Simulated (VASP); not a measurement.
# LiCl (Fm-3m) in VASP: a series of runs

The runs below take LiCl through single point, with revPBE, LDA, PBE, r2SCAN.

Program: VASP 6.6.1. These are calculated values, not measurements. Logs are shortened: lines on timing, memory, paths and dates and some standing lists are left out, and cuts for length are marked.

**1. The cell of the first run**

It takes space group Fm-3m (No. 225, cubic). The conventional cell has a = 5.067 Å, b = 5.067 Å, c = 5.067 Å, α = 90.00°, β = 90.00°, γ = 90.00°. Within 3.3 Å of Li (site symmetry m-3m) lie 6 Cl at 2.53 Å. Cl (site symmetry m-3m) has 6 Li at 2.53 Å within 3.3 Å.

**2. Single point, revPBE**

Input file INCAR:

```
PREC = Accurate
ENCUT = 750
EDIFF = 1E-6
ISMEAR = 0
SIGMA = 0.02
LREAL = F
LASPH = T
NELM = 120
ALGO = Normal
ISIF = 2
LWAVE = F
LCHARG = F
GGA = RE
NBANDS = 12
GGA_COMPAT = F
```

Input file KPOINTS:

```
Automatic mesh
0
Gamma
  8 8 8
```

Input file POSCAR:

```
LiCl
1.0
    0.0000000000      2.5335468708      2.5335468708
    2.5335468708      0.0000000000      2.5335468708
    2.5335468708      2.5335468708      0.0000000000
Li Cl
1 1
Direct
    0.0000000000      0.0000000000      0.0000000000
    0.5000000000      0.5000000000      0.5000000000
```

Potentials or basis: VASP PAW PBE potentials, release 64 (Li_sv, Cl).

Started as:

```bash
cat potpaw_PBE.64/Li_sv/POTCAR potpaw_PBE.64/Cl/POTCAR > POTCAR
mpirun -np 1 vasp_std > vasp.out
```

OUTCAR:

```text
PREC = Accurate
   ENCUT = 750
   EDIFF = 1E-6
   ISMEAR = 0
   LREAL = F
   LASPH = T
   NELM = 120
   ISIF = 2
   GGA = RE

 ion  position               nearest neighbor table
   1  0.000  0.000  0.000-   2 2.53   2 2.53   2 2.53   2 2.53   2 2.53   2 2.53
   2  0.500  0.500  0.500-   1 2.53   1 2.53   1 2.53   1 2.53   1 2.53   1 2.53

  LATTYP: Found a face centered cubic cell.
 ALAT       =     5.0670937416

  Lattice vectors:

 A1 = (   0.0000000000,   2.5335468708,   2.5335468708)
 A2 = (   2.5335468708,   0.0000000000,   2.5335468708)
 A3 = (   2.5335468708,   2.5335468708,   0.0000000000)

Analysis of symmetry for initial positions (statically):
=====================================================================
 Subroutine PRICEL returns:
 Original cell was already a primitive cell.

 Routine SETGRP: Setting up the symmetry group for a
 face centered cubic supercell.

 Subroutine GETGRP returns: Found 48 space group operations
 (whereof 48 operations were pure point group operations)
 out of a pool of 48 trial point group operations.

The static configuration has the point symmetry O_h .

Analysis of symmetry for dynamics (positions and initial velocities):
=====================================================================
 Subroutine PRICEL returns:
 Original cell was already a primitive cell.

 Routine SETGRP: Setting up the symmetry group for a
 face centered cubic supercell.

 Subroutine GETGRP returns: Found 48 space group operations
 (whereof 48 operations were pure point group operations)
 out of a pool of 48 trial point group operations.

The dynamic configuration has the point symmetry O_h .

 Subroutine INISYM returns: Found 48 space group operations
 (whereof 48 operations are pure point group operations),
 and found     1 'primitive' translations

----------------------------------------------------------------------------------------

                                     Primitive cell

  volume of cell :      32.5250

  direct lattice vectors                    reciprocal lattice vectors
     0.000000000  2.533546871  2.533546871    -0.197351786  0.197351786  0.197351786
     2.533546871  0.000000000  2.533546871     0.197351786 -0.197351786  0.197351786
     2.533546871  2.533546871  0.000000000     0.197351786  0.197351786 -0.197351786

  length of vectors
     3.582976346  3.582976346  3.582976346     0.341823320  0.341823320  0.341823320

  position of ions in fractional coordinates (direct lattice)
     0.000000000  0.000000000  0.000000000
     0.500000000  0.500000000  0.500000000

  ion indices of the primitive-cell ions
   primitive index   ion index
                 1           1
                 2           2

----------------------------------------------------------------------------------------

 KPOINTS: Automatic mesh

Automatic generation of k-mesh.
 Grid dimensions read from file:
 generate k-points for:    8    8    8

 Generating k-lattice:

  Cartesian coordinates                     Fractional coordinates (reciprocal lattice)
    -0.024668973  0.024668973  0.024668973     0.125000000  0.000000000  0.000000000
     0.024668973 -0.024668973  0.024668973     0.000000000  0.125000000  0.000000000
     0.024668973  0.024668973 -0.024668973     0.000000000  0.000000000  0.125000000

  Length of vectors
     0.042727915  0.042727915  0.042727915

  Shift w.r.t. Gamma in fractional coordinates (k-lattice)
     0.000000000  0.000000000  0.000000000

 Subroutine IBZKPT returns following result:
 ===========================================

 Found     29 irreducible k-points:

 Following reciprocal coordinates:
            Coordinates               Weight
  0.000000  0.000000  0.000000      1.000000
  0.125000  0.000000  0.000000      8.000000
  0.250000  0.000000  0.000000      8.000000
  0.375000  0.000000  0.000000      8.000000
  0.500000  0.000000  0.000000      4.000000
  0.125000  0.125000  0.000000      6.000000
[... 16 lines left out ...]
  0.500000  0.250000  0.125000     48.000000
 -0.375000  0.250000  0.125000     24.000000
 [... further k-points ...]
   k-points           NKPTS =     29   k-points in BZ     NKDIM =     29   number of bands    NBANDS=     12
   number of dos      NEDOS =    301   number of ions     NIONS =      2
   total plane-waves  NPLWV =  32768
   dimension x,y,z NGX =    32 NGY =   32 NGZ =   32
   dimension x,y,z NGXF=    64 NGYF=   64 NGZF=   64
   ions per type =               1   1
   NGX,Y,Z   is equivalent  to a cutoff of  14.85, 14.85, 14.85 a.u.
   NGXF,Y,Z  is equivalent  to a cutoff of  29.70, 29.70, 29.70 a.u.
 SYSTEM =  unknown system
   PREC   = accura    normal or accurate (medium, high low for compatibility)
   ISTART =      0    job   : 0-new  1-cont  2-samecut
   ICHARG =      2    charge: 1-file 2-atom 10-const
   ISPIN  =      1    spin polarized calculation?
   LNONCOLLINEAR =      F non collinear calculations
   LSORBIT =      F    spin-orbit coupling
   LASPH  =      T    aspherical Exc in radial PAW
   ENCUT  =  750.0 eV  55.12 Ry    7.42 a.u.   8.00  8.00  8.00*2*pi/ulx,y,z
   NELM   =    120;   NELMIN=  2; NELMDL= -5     # of ELM steps
   EDIFF  = 0.1E-05   stopping-criterion for ELM
   LREAL  =      F    real-space projection
   EDIFFG = 0.1E-04   stopping-criterion for IOM
   NSW    =      0    number of steps for IOM
   IBRION =     -1    ionic relax: 0-MD 1-quasi-New 2-CG
   NFREE  =      0    steps in history (QN), initial steepest desc. (CG)
   ISIF   =      2    stress and relaxation
   ISYM   =      2    0-nonsym 1-usesym 2-fastsym
   POTIM  = 0.5000    time-step for ionic-motion
   TEBEG  =    0.0;   TEEND  =   0.0 temperature during run
   PSTRESS=    0.0 pullay stress
   NELECT =      10.0000    total number of electrons
   NUPDOWN=      -1.0000    fix difference up-down
   EMIN   =  10.00;   EMAX   =-10.00  energy-range for DOS
   EFERMI =   0.00;   METHOD = LEGACY
   ISMEAR =     0;   SIGMA  =   0.02  broadening in eV -4-tet -1-fermi 0-gaus
   EFERMI_NEDOS =   21; number of points for ismear=-14 and -15
   IALGO  =     38    algorithm
   IMIX   =      4    mixing-type and parameters
     AMIX     =   0.40;   BMIX     =  1.00
     AMIX_MAG =   1.60;   BMIX_MAG =  1.00
  volume/ion in A,a.u.               =      16.26       109.74
  Fermi-wavevector in a.u.,A,eV,Ry     =   1.104933  2.088020 16.611035  1.220877
  Thomas-Fermi vector in A             =   2.241413
   LORBIT       =      0    0 simple, 1 ext, 2 COOP (PROOUT), +10 PAW based schemes
   GGA     = RE    functional components
   LHFCALC =     F    Hartree Fock is set to
   AEXX    =    0.0000 exact exchange contribution
   IVDW    =     0    specifies the selected vdW correction
   LEPSILON=     F    determine dielectric tensor
   LRPA    =     F    only Hartree local field effects (RPA)
 non-spin polarized calculation
 Gauss-broadening in eV      SIGMA  =   0.02
  energy-cutoff  :      750.00
  volume of cell :       32.52
 maximum number of plane-waves:      1540
   NGX = 17   NGY = 17   NGZ = 17

 number of electron      10.0000000 magnetization

 Free energy of the ion-electron system (eV)
  ---------------------------------------------------
  ext. energy  EPLUGINS =         0.00000000
  ---------------------------------------------------
  free energy    TOTEN  =        -6.98852675 eV

  energy without entropy =       -6.98852675  energy(sigma->0) =       -6.98852675

 E-fermi :   1.0332     XC(G=0):  -8.6838

 val. band max:        0.9428984307   @ k =   0.0000   0.0000   0.0000
 cond. band min:       7.6917459413   @ k =   0.0000   0.0000   0.0000
 fundamental gap:      6.7488475106
 Fermi energy:         1.0332308461

 k-point     1 :       0.0000    0.0000    0.0000
  band No.  band energies     occupation
      1     -42.6982      2.00000
      2     -12.5802      2.00000
      3       0.9429      2.00000
      4       0.9429      2.00000
      5       0.9429      2.00000
      6       7.6917      0.00000
      7      12.9796      0.00000
      8      12.9796      0.00000
      9      12.9796      0.00000
     10      15.6891      0.00000
     11      15.6891      0.00000
     12      15.9813      0.00000

 k-point     2 :       0.1250    0.0000    0.0000
  band No.  band energies     occupation
      1     -42.6977      2.00000
      2     -12.4992      2.00000
      3       0.4013      2.00000
      4       0.8991      2.00000
      5       0.8991      2.00000
      6       8.1483      0.00000
      7      12.2518      0.00000
      8      12.9372      0.00000
      9      12.9372      0.00000
     10      14.2489      0.00000
     11      14.2489      0.00000
     12      16.4201      0.00000

 k-point     3 :       0.2500    0.0000    0.0000
  band No.  band energies     occupation
      1     -42.6966      2.00000
      2     -12.2920      2.00000
      3      -0.6920      2.00000
      4       0.7991      2.00000
      5       0.7991      2.00000
      6       8.4899      0.00000
      7      11.8300      0.00000
      8      11.8300      0.00000
      9      12.2263      0.00000
     10      15.0546      0.00000
     11      15.0546      0.00000
     12      16.9854      0.00000
[... 286 lines left out ...]
 k-point    23 :       0.5000    0.2500    0.1250
  band No.  band energies     occupation
      1     -42.6950      2.00000
      2     -11.9263      2.00000
      3      -1.4601      2.00000
      4      -0.3218      2.00000
      5       0.4264      2.00000
      6       9.6030      0.00000
      7      10.5225      0.00000
      8      11.5395      0.00000
      9      12.6652      0.00000
     10      15.6672      0.00000
     11      18.7301      0.00000
     12      19.2136      0.00000

 k-point    24 :      -0.3750    0.2500    0.1250
  band No.  band energies     occupation
      1     -42.6946      2.00000
      2     -11.8405      2.00000
      3      -1.7052      2.00000
      4      -0.4207      2.00000
      5       0.3339      2.00000
      6       9.3999      0.00000
      7      10.4670      0.00000
      8      11.7348      0.00000
      9      13.0795      0.00000
     10      16.7571      0.00000
     11      17.4954      0.00000
     12      19.4088      0.00000

 [... further k-points ...]

------------------------ aborting loop because EDIFF is reached ----------------------------------------

  FORCE on cell =-STRESS in cart. coord.  units (eV):
  Direction    XX          YY          ZZ          XY          YZ          ZX
  --------------------------------------------------------------------------------------
  -------------------------------------------------------------------------------------
  Total        0.6935628      0.6935628      0.6935628      0.0000000      0.0000000      0.0000000
  in kB       34.1648509     34.1648509     34.1648509      0.0000000      0.0000000      0.0000000
  external PRESSURE =      34.1648509 kB  Pullay stress =       0.0000000 kB

 VOLUME and BASIS-vectors are now :
 -----------------------------------------------------------------------------
  energy-cutoff  :      750.00
  volume of cell :       32.52
      direct lattice vectors                 reciprocal lattice vectors
     0.000000000  2.533546871  2.533546871    -0.197351786  0.197351786  0.197351786
     2.533546871  0.000000000  2.533546871     0.197351786 -0.197351786  0.197351786
     2.533546871  2.533546871  0.000000000     0.197351786  0.197351786 -0.197351786

 POSITION                                       TOTAL-FORCE (eV/Angst)
 -----------------------------------------------------------------------------------
      0.00000      0.00000      0.00000         0.000000      0.000000      0.000000
      2.53355      2.53355      2.53355        -0.000000     -0.000000     -0.000000
 -----------------------------------------------------------------------------------
    total drift:                               -0.000000     -0.000000      0.000000

  FREE ENERGIE OF THE ION-ELECTRON SYSTEM (eV)
  ---------------------------------------------------
  free  energy   TOTEN  =        -6.9885267521 eV

  energy  without entropy=       -6.9885267521  energy(sigma->0) =       -6.98852675
```

Run time: 23 s. Hardware: 1 thread of Intel Xeon 8259CL, shared host; peak memory 0.17 GiB.

What came out:

```yaml
Free_energy: -6.9885 eV
Pressure: 3.4 GPa
Band_gap_on_the_k_mesh: 6.75 eV
```

Levels at points of the mesh, in eV from the valence-band top:
```csv
k point,band 1,band 2,band 3,band 4,band 5,band 6,band 7,band 8,band 9,band 10
"(0.00, 0.00, 0.00)",-43.64,-13.52,0.00,0.00,0.00,6.75,12.04,12.04,12.04,14.75
"(0.50, 0.00, 0.00)",-43.64,-12.91,-2.93,-0.27,-0.27,6.98,9.67,9.67,13.54,17.30
"(0.50, 0.50, 0.00)",-43.64,-12.64,-3.02,-1.15,-1.15,8.11,8.36,12.96,14.66,14.66
```

Caveat: the cell stands under pressure; the PAW data sets were made with another functional, which shifts forces and pressure a little. A k mesh can miss the band edges.

**3. Single point, LDA (strained)**

Input file INCAR:

```
SYSTEM = LiCl
ALGO = Normal
EDIFF = 1E-6
ENCUT = 750
GGA = CA
GGA_COMPAT = .FALSE.
ISIF = 2
ISMEAR = 0
LASPH = .TRUE.
LCHARG = .FALSE.
LREAL = .FALSE.
LWAVE = .FALSE.
NBANDS = 12
NELM = 120
PREC = Accurate
SIGMA = 0.02
```

Input file KPOINTS:

```
k-points
0
G
  8 8 8
  0 0 0
```

Input file POSCAR:

```
LiCl
1.0
    0.0000000000      2.5537058844      2.5537058844
    2.5537058844      0.0000000000      2.5537058844
    2.5537058844      2.5537058844      0.0000000000
Li Cl
1 1
Direct
    0.0000000000      0.0000000000      0.0000000000
    0.5000000000      0.5000000000      0.5000000000
```

Potentials or basis: VASP PAW LDA potentials, release 64 (Li_sv, Cl).

Started as:

```bash
cat potpaw_LDA.64/Li_sv/POTCAR potpaw_LDA.64/Cl/POTCAR > POTCAR
mpirun -np 1 vasp_std > vasp.out
```

Wall time 16 s (1 thread of Intel Xeon 8259CL, shared host); peak memory 0.15 GiB.

It converged, with:

```
Free energy            : -8.0679 eV
Pressure               : -3.0 GPa
Band gap on the k mesh : 6.07 eV
```

Levels at points of the mesh, in eV from the valence-band top:
```
           k point  band 2  band 3  band 4  band 5  band 6  band 7  band 8  band 9
(0.00, 0.00, 0.00)  -13.37    0.00    0.00    0.00    6.07   11.75   11.75   11.75
(0.50, 0.00, 0.00)  -12.77   -2.95   -0.27   -0.27    6.43    9.22    9.22   12.79
(0.50, 0.50, 0.00)  -12.50   -3.06   -1.16   -1.16    7.65    7.98   12.20   13.82
```

Caveat: the cell differs from its parent crystal (strained). A k mesh can miss the band edges.

**4. Single point, PBE (strained)**

Input file INCAR:

```
SYSTEM = LiCl
  ALGO = Normal
  EDIFF = 1E-6
  ENCUT = 750
  GGA = PE
  GGA_COMPAT = .False.
  ISIF = 2
  ISMEAR = 0
  LASPH = .True.
  LCHARG = .False.
  LREAL = .False.
  LWAVE = .False.
  NBANDS = 12
  NELM = 120
  PREC = Accurate
  SIGMA = 0.02
```

Input file KPOINTS:

```
k-points
0
Gamma
  8 8 8
  0 0 0
```

Input file POSCAR:

```
LiCl
1.0
    0.0000000000      2.5442419200      2.5442419200
    2.5442419200      0.0000000000      2.5442419200
    2.5442419200      2.5442419200      0.0000000000
Li Cl
1 1
Direct
    0.0000000000      0.0000000000      0.0000000000
    0.5000000000      0.5000000000      0.5000000000
```

Potentials or basis: VASP PAW PBE potentials, release 64 (Li_sv, Cl).

Started as:

```bash
cat potpaw_PBE.64/Li_sv/POTCAR potpaw_PBE.64/Cl/POTCAR > POTCAR
mpirun -np 1 vasp_std > vasp.out
```

Wall time 21 s (1 thread of Intel Xeon 8259CL, shared host); peak memory 0.17 GiB.

Results (log left out):

```yaml
Free_energy: -7.3795 eV
Pressure: 1.2 GPa
Band_gap_on_the_k_mesh: 6.48 eV
```

Levels at points of the mesh, in eV from the valence-band top:
```csv
k point,band 3,band 4,band 5,band 6,band 7,band 8
"(0.00, 0.00, 0.00)",0.00,0.00,0.00,6.48,11.96,11.96
"(0.50, 0.00, 0.00)",-2.91,-0.27,-0.27,6.79,9.51,9.51
"(0.50, 0.50, 0.00)",-3.00,-1.15,-1.15,7.93,8.26,12.65
```

Caveat: the cell differs from its parent crystal (strained).

(Part 1 of 2 ends here.)
